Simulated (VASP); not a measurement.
# Ge (Im-3m) in VASP: a series of runs

The runs below take Ge through relaxation of cell and atoms, with LDA.

Everything below comes from runs of VASP 6.6.1. Logs are shortened: lines on timing, memory, paths and dates and some standing lists are left out, and cuts for length are marked.

**1. The cell of the first run**

Symmetry: Im-3m, No. 229, cubic system. The conventional cell has a = 2.774 Å, b = 2.774 Å, c = 2.774 Å, α = 90.00°, β = 90.00°, γ = 90.00°. Within 3.2 Å of Ge (site symmetry m-3m) lie 14 Ge at 2.40 to 2.77 Å.

**2. Relaxation of cell and atoms, LDA, target pressure 130 GPa, at which the enthalpy is minimised**

INCAR

```
PREC = Accurate
ENCUT = 600
EDIFF = 1E-7
ISMEAR = -1
SIGMA = 0.08
LREAL = False
LASPH = True
NELM = 80
ALGO = Normal
ISIF = 3
LWAVE = False
LCHARG = False
IBRION = 2
NSW = 32
EDIFFG = -0.005
PSTRESS = 1300.0
```

KPOINTS

```
Automatic mesh
0
Gamma
  19 19 19
```

POSCAR

```
Ge
1.0
   -1.3872249136      1.3872249136      1.3872249136
    1.3872249136     -1.3872249136      1.3872249136
    1.3872249136      1.3872249136     -1.3872249136
Ge
1
Direct
    0.0000000000      0.0000000000      0.0000000000
```

Potentials or basis: VASP PAW LDA potentials, release 64 (Ge_d).

The run is started by

```bash
$ cat potpaw_LDA.64/Ge_d/POTCAR > POTCAR
$ mpirun -np 1 vasp_std > vasp.out
```

OUTCAR:

```text
PREC = Accurate
   ENCUT = 600
   EDIFF = 1E-7
   ISMEAR = -1
   LREAL = False
   LASPH = True
   NELM = 80
   ISIF = 3
   IBRION = 2
   NSW = 32
   EDIFFG = -0.005
   PSTRESS = 1300.0

 ion  position               nearest neighbor table
   1  0.000  0.000  0.000-

  LATTYP: Found a body centered cubic cell.
 ALAT       =     2.7744498272

  Lattice vectors:

 A1 = (  -1.3872249136,   1.3872249136,   1.3872249136)
 A2 = (   1.3872249136,  -1.3872249136,   1.3872249136)
 A3 = (   1.3872249136,   1.3872249136,  -1.3872249136)

Analysis of symmetry for initial positions (statically):
=====================================================================
 Subroutine PRICEL returns:
 Original cell was already a primitive cell.

 Routine SETGRP: Setting up the symmetry group for a
 body centered cubic supercell.

 Subroutine GETGRP returns: Found 48 space group operations
 (whereof 48 operations were pure point group operations)
 out of a pool of 48 trial point group operations.

The static configuration has the point symmetry O_h .

Analysis of symmetry for dynamics (positions and initial velocities):
=====================================================================
 Subroutine PRICEL returns:
 Original cell was already a primitive cell.

 Routine SETGRP: Setting up the symmetry group for a
 body centered cubic supercell.

 Subroutine GETGRP returns: Found 48 space group operations
 (whereof 48 operations were pure point group operations)
 out of a pool of 48 trial point group operations.

The dynamic configuration has the point symmetry O_h .

 Subroutine INISYM returns: Found 48 space group operations
 (whereof 48 operations are pure point group operations),
 and found     1 'primitive' translations

----------------------------------------------------------------------------------------

                                     Primitive cell

  volume of cell :      10.6783

  direct lattice vectors                    reciprocal lattice vectors
    -1.387224914  1.387224914  1.387224914     0.000000000  0.360431820  0.360431820
     1.387224914 -1.387224914  1.387224914     0.360431820  0.000000000  0.360431820
     1.387224914  1.387224914 -1.387224914     0.360431820  0.360431820  0.000000000

  length of vectors
     2.402744032  2.402744032  2.402744032     0.509727568  0.509727568  0.509727568

  position of ions in fractional coordinates (direct lattice)
     0.000000000  0.000000000  0.000000000

  ion indices of the primitive-cell ions
   primitive index   ion index
                 1           1

----------------------------------------------------------------------------------------

 KPOINTS: Automatic mesh

Automatic generation of k-mesh.
 Grid dimensions read from file:
 generate k-points for:   19   19   19

 Generating k-lattice:

  Cartesian coordinates                     Fractional coordinates (reciprocal lattice)
     0.000000000  0.018970096  0.018970096     0.052631579  0.000000000  0.000000000
     0.018970096  0.000000000  0.018970096     0.000000000  0.052631579  0.000000000
     0.018970096  0.018970096  0.000000000     0.000000000  0.000000000  0.052631579

  Length of vectors
     0.026827767  0.026827767  0.026827767

  Shift w.r.t. Gamma in fractional coordinates (k-lattice)
     0.000000000  0.000000000  0.000000000

 Subroutine IBZKPT returns following result:
 ===========================================

 Found    220 irreducible k-points:

 Following reciprocal coordinates:
            Coordinates               Weight
  0.000000  0.000000  0.000000      1.000000
  0.052632  0.000000  0.000000     12.000000
  0.105263  0.000000  0.000000     12.000000
  0.157895  0.000000  0.000000     12.000000
  0.210526  0.000000  0.000000     12.000000
  0.263158  0.000000  0.000000     12.000000
[... 16 lines left out ...]
  0.263158  0.105263  0.000000     48.000000
  0.315789  0.105263  0.000000     48.000000
 [... further k-points ...]
   k-points           NKPTS =    220   k-points in BZ     NKDIM =    220   number of bands    NBANDS=     11
   number of dos      NEDOS =    301   number of ions     NIONS =      1
   total plane-waves  NPLWV =   8000
   dimension x,y,z NGX =    20 NGY =   20 NGZ =   20
   dimension x,y,z NGXF=    40 NGYF=   40 NGZF=   40
   ions per type =               1
   NGX,Y,Z   is equivalent  to a cutoff of  13.84, 13.84, 13.84 a.u.
   NGXF,Y,Z  is equivalent  to a cutoff of  27.68, 27.68, 27.68 a.u.
 SYSTEM =  unknown system
   PREC   = accura    normal or accurate (medium, high low for compatibility)
   ISTART =      0    job   : 0-new  1-cont  2-samecut
   ICHARG =      2    charge: 1-file 2-atom 10-const
   ISPIN  =      1    spin polarized calculation?
   LNONCOLLINEAR =      F non collinear calculations
   LSORBIT =      F    spin-orbit coupling
   LASPH  =      T    aspherical Exc in radial PAW
   ENCUT  =  600.0 eV  44.10 Ry    6.64 a.u.   4.80  4.80  4.80*2*pi/ulx,y,z
   NELM   =     80;   NELMIN=  2; NELMDL= -5     # of ELM steps
   EDIFF  = 0.1E-06   stopping-criterion for ELM
   LREAL  =      F    real-space projection
   EDIFFG = -.5E-02   stopping-criterion for IOM
   NSW    =     32    number of steps for IOM
   IBRION =      2    ionic relax: 0-MD 1-quasi-New 2-CG
   NFREE  =      1    steps in history (QN), initial steepest desc. (CG)
   ISIF   =      3    stress and relaxation
   ISYM   =      2    0-nonsym 1-usesym 2-fastsym
   POTIM  = 0.5000    time-step for ionic-motion
   TEBEG  =    0.0;   TEEND  =   0.0 temperature during run
   PSTRESS= 1300.0 pullay stress
   NELECT =      14.0000    total number of electrons
   NUPDOWN=      -1.0000    fix difference up-down
   EMIN   =  10.00;   EMAX   =-10.00  energy-range for DOS
   EFERMI =   0.00;   METHOD = LEGACY
   ISMEAR =    -1;   SIGMA  =   0.08  broadening in eV -4-tet -1-fermi 0-gaus
   EFERMI_NEDOS =   21; number of points for ismear=-14 and -15
   IALGO  =     38    algorithm
   IMIX   =      4    mixing-type and parameters
     AMIX     =   0.40;   BMIX     =  1.00
     AMIX_MAG =   1.60;   BMIX_MAG =  1.00
  volume/ion in A,a.u.               =      10.68        72.06
  Fermi-wavevector in a.u.,A,eV,Ry     =   1.791777  3.385968 43.681027  3.210465
  Thomas-Fermi vector in A             =   2.854275
   LORBIT       =      0    0 simple, 1 ext, 2 COOP (PROOUT), +10 PAW based schemes
   GGA     = CA    functional components
   LHFCALC =     F    Hartree Fock is set to
   AEXX    =    0.0000 exact exchange contribution
   IVDW    =     0    specifies the selected vdW correction
   LEPSILON=     F    determine dielectric tensor
   LRPA    =     F    only Hartree local field effects (RPA)
 conjugate gradient relaxation of ions
 non-spin polarized calculation
  energy-cutoff  :      600.00
  volume of cell :       10.68
 maximum number of plane-waves:       370
   NGX =  9   NGY =  9   NGZ =  9

--------------------------------------- Ionic step        1  -------------------------------------------

 number of electron      14.0000012 magnetization

 Free energy of the ion-electron system (eV)
  ---------------------------------------------------
  ext. energy  EPLUGINS =         0.00000000
  ---------------------------------------------------
  free energy    TOTEN  =        -3.05719995 eV

  energy without entropy =       -3.04942382  energy(sigma->0) =       -3.05331188

------------------------ aborting loop because EDIFF is reached ----------------------------------------

  FORCE on cell =-STRESS in cart. coord.  units (eV):
  Direction    XX          YY          ZZ          XY          YZ          ZX
  --------------------------------------------------------------------------------------
  -------------------------------------------------------------------------------------
  Total        8.7596379      8.7596379      8.7596379     -0.0000000      0.0000000      0.0000000
  in kB     1314.3048303   1314.3048303   1314.3048303     -0.0000000      0.0000000      0.0000000
  external PRESSURE =      14.3048303 kB  Pullay stress =    1300.0000000 kB
[... 59 lines left out ...]
  enthalpy is  TOTEN    =         5.6091359275 eV   P V=        8.7844015942

--------------------------------------- Ionic step        3  -------------------------------------------

 number of electron      14.0000011 magnetization

 Free energy of the ion-electron system (eV)
  ---------------------------------------------------
  ext. energy  EPLUGINS =         0.00000000
  ---------------------------------------------------
  free energy    TOTEN  =        -3.08115129 eV

  energy without entropy =       -3.07337526  energy(sigma->0) =       -3.07726328

 E-fermi :  14.5392     XC(G=0): -14.7913

 val. band max:       14.5166375467   @ k =  -0.4211  -0.4737   0.1579
 cond. band min:      14.5520936210   @ k =   0.2105   0.2105   0.0526
 fundamental gap:      0.0354560742
 Fermi energy:        14.5392134884

 k-point     1 :       0.0000    0.0000    0.0000
  band No.  band energies     occupation
      1     -11.1738      2.00000
      2     -11.1738      2.00000
      3     -11.1738      2.00000
      4     -10.7796      2.00000
      5     -10.7796      2.00000
      6      -4.8837      2.00000
      7      31.2899      0.00000
      8      31.2899      0.00000
      9      31.2899      0.00000
     10      34.6169      0.00000
     11      34.6169      0.00000
[... 309 lines left out ...]
 k-point    24 :       0.3158    0.1053    0.0000
  band No.  band energies     occupation
      1     -11.3058      2.00000
      2     -11.2192      2.00000
      3     -10.8275      2.00000
      4     -10.7902      2.00000
      5     -10.6616      2.00000
      6       1.0405      2.00000
      7      11.7349      2.00000
      8      19.6342      0.00000
      9      23.3775      0.00000
     10      29.3485      0.00000
     11      32.6851      0.00000

 [... further k-points ...]
[... 5 lines left out ...]
  --------------------------------------------------------------------------------------
  -------------------------------------------------------------------------------------
  Total        8.6886723      8.6886723      8.6886723     -0.0000000      0.0000000     -0.0000000
  in kB     1300.0855501   1300.0855501   1300.0855501     -0.0000000      0.0000000     -0.0000000
  external PRESSURE =       0.0855501 kB  Pullay stress =    1300.0000000 kB
[... 16 lines left out ...]
  FREE ENERGIE OF THE ION-ELECTRON SYSTEM (eV)
  ---------------------------------------------------
  free  energy   TOTEN  =        -3.0811512944 eV

  energy  without entropy=       -3.0733752557  energy(sigma->0) =       -3.07726328

  enthalpy is  TOTEN    =         5.6069492581 eV   P V=        8.6881005525

 reached required accuracy - stopping structural energy minimisation
```

It took 40 s on 1 thread of Intel Xeon Platinum 8488C (Sapphire Rapids), shared host; peak memory 0.14 GiB.

Results:

| Quantity | Value |
| --- | --- |
| Free energy | -3.0812 eV |
| Relaxed volume | 10.71 Å³/atom |
| Relaxed cell | a = 2.405 Å, b = 2.405 Å, c = 2.405 Å, α = 109.47°, β = 109.47°, γ = 109.47° |
| Space group after relaxing (to 0.05 Å) | Im-3m (No. 229) |
| Energy change on relaxing (the enthalpy is what falls) | -24.0 meV/atom |
| Ionic steps | 3 |
| Pressure after relaxing | 130.0 GPa |
| Band gap on the k mesh | zero (band 7 reaches 31.29 eV, above the bottom of band 8 at 8.85 eV) |

Step by step:
```csv
step,energy change (eV),largest force (eV/Å),pressure (GPa),volume (Å³)
1,0.0000,0.0000,131.43,10.68
2,-0.1181,0.0000,124.15,10.83
3,-0.0240,0.0000,130.01,10.71
```

Final structure:
```xyz
1
Lattice="-1.3885 1.3885 1.3885 1.3885 -1.3885 1.3885 1.3885 1.3885 -1.3885" Properties=species:S:1:pos:R:3 pbc="T T T"
Ge    0.0000    0.0000    0.0000
```

Caveat: the cell is relaxed towards a set pressure, so the enthalpy falls and the energy may rise.

**3. Relaxation of cell and atoms, LDA, target pressure 130 GPa, at which the enthalpy is minimised**

This run uses another cell than the first one, of 10.72 Å³/atom, 1.004 times its volume.

INCAR

```
SYSTEM = Ge
PREC     = Accurate       ! precision mode
ENCUT    = 600            ! plane-wave cutoff, eV
EDIFF    = 1E-7           ! SCF threshold, eV
ISMEAR   = -1             ! smearing method
SIGMA    = 0.08           ! smearing width, eV
LREAL    = .FALSE.        ! projectors in reciprocal space
LASPH    = .TRUE.         ! aspherical terms in the spheres
NELM     = 80             ! most SCF steps
ALGO     = Normal         ! electronic algorithm
ISIF     = 3              ! what is computed and relaxed
LWAVE    = .FALSE.        ! write WAVECAR
LCHARG   = .FALSE.        ! write CHGCAR
IBRION   = 2              ! ionic algorithm
NSW      = 60             ! ionic steps
EDIFFG   = -0.005         ! ionic threshold
PSTRESS  = 1300.0
```

KPOINTS

```
regular mesh
0
G
  19 19 19
  0 0 0
```

POSCAR

```
Ge
1.0
   -1.3888579661      1.3888579661      1.3888579661
    1.3888579661     -1.3888579661      1.3888579661
    1.3888579661      1.3888579661     -1.3888579661
Ge
1
Direct
    0.0000000000      0.0000000000      0.0000000000
```

Potentials or basis: VASP PAW LDA potentials, release 64 (Ge_d).

The run is started by

```bash
$ cat potpaw_LDA.64/Ge_d/POTCAR > POTCAR
$ mpirun -np 1 vasp_std > vasp.out
```

It took 40 s on 1 thread of Intel Xeon Platinum 8488C (Sapphire Rapids), shared host; peak memory 0.15 GiB.

Results (log left out):

```
Free energy                                            : -3.0822 eV
Relaxed volume                                         : 10.71 Å³/atom
Relaxed cell                                           : a = 2.405 Å, b = 2.405 Å, c = 2.405 Å, α = 109.47°, β = 109.47°, γ = 109.47°
Space group after relaxing (to 0.05 Å)                 : Im-3m (No. 229)
Energy change on relaxing (the enthalpy is what falls) : +5.8 meV/atom
Ionic steps                                            : 4
Pressure after relaxing                                : 130.0 GPa
Band gap on the k mesh                                 : zero (band 7 reaches 31.29 eV, above the bottom of band 8 at 8.85 eV)
```

The path:
```
step  energy change (eV)  largest force (eV/Å)  pressure (GPa)  volume (Å³)
   1              0.0000                0.0000          129.48        10.72
   2              0.0441                0.0000          132.40        10.66
   3              0.0069                0.0000          130.10        10.71
   4              0.0058                0.0000          130.01        10.71
```

Final structure:
```cif
data_structure
_symmetry_space_group_name_H-M 'P 1'
_symmetry_Int_Tables_number 1
_cell_length_a 2.4050
_cell_length_b 2.4050
_cell_length_c 2.4050
_cell_angle_alpha 109.471
_cell_angle_beta 109.471
_cell_angle_gamma 109.471
_cell_volume 10.71
loop_
_atom_site_label
_atom_site_type_symbol
_atom_site_fract_x
_atom_site_fract_y
_atom_site_fract_z
_atom_site_occupancy
Ge1 Ge 0.00000 0.00000 0.00000 1
```

Levels at points of the mesh, in eV from the Fermi level:
| k point | band 5 | band 6 | band 7 | band 8 | band 9 | band 10 |
| --- | --- | --- | --- | --- | --- | --- |
| (0.00, 0.00, 0.00) | -25.32 | -19.42 | 16.75 | 16.75 | 16.75 | 20.08 |

Caveat: the cell is relaxed towards a set pressure, so the enthalpy falls and the energy may rise.
